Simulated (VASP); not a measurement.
Input of a VASP 6.6.1 run:

Contents of INCAR:

```
PREC     = Accurate       # precision mode
ENCUT    = 600            # plane-wave cutoff, eV
EDIFF    = 1E-6           # SCF threshold, eV
ISMEAR   = 0              # smearing method
SIGMA    = 0.1            # smearing width, eV
LREAL    = F              # projectors in reciprocal space
LASPH    = T              # aspherical terms in the spheres
NELM     = 80             # most SCF steps
ALGO     = Normal         # electronic algorithm
ISIF     = 3              # what is computed and relaxed
LWAVE    = F              # write WAVECAR
LCHARG   = F              # write CHGCAR
GGA      = PE             # functional
IBRION   = 2              # ionic algorithm
NSW      = 100            # ionic steps
EDIFFG   = -0.01          # ionic threshold
```

KPOINTS

```
Automatic mesh
0
Gamma
  8 8 8
```

Contents of POSCAR:

```
Zn3Se
1.0
    5.5663762855      0.0000000000      0.0000000000
    0.0000000000      5.5663762855      0.0000000000
    0.0000000000      0.0000000000      5.5663762855
Zn Se
3 1
Direct
    0.0000000000      0.5000000000      0.5000000000
    0.5000000000      0.0000000000      0.5000000000
    0.5000000000      0.5000000000      0.0000000000
    0.5000000000      0.5000000000      0.5000000000
```

Potentials or basis: VASP PAW PBE potentials, release 64 (Zn, Se).

Launch:

```console
$ cat potpaw_PBE.64/Zn/POTCAR potpaw_PBE.64/Se/POTCAR > POTCAR
$ mpirun -np 1 vasp_std > vasp.out
```

(1) Estimate the band gap on the k mesh.

(2) Estimate the space group after relaxing (to 0.1 Å).

(3) Estimate the relaxed cell.

## Answers

(1) zero (bands 21 and 22 overlap by 2.38 eV).

(2) Pm-3m (No. 221).

(3) a = 5.424 Å, b = 5.424 Å, c = 5.424 Å, α = 90.00°, β = 90.00°, γ = 90.00°.
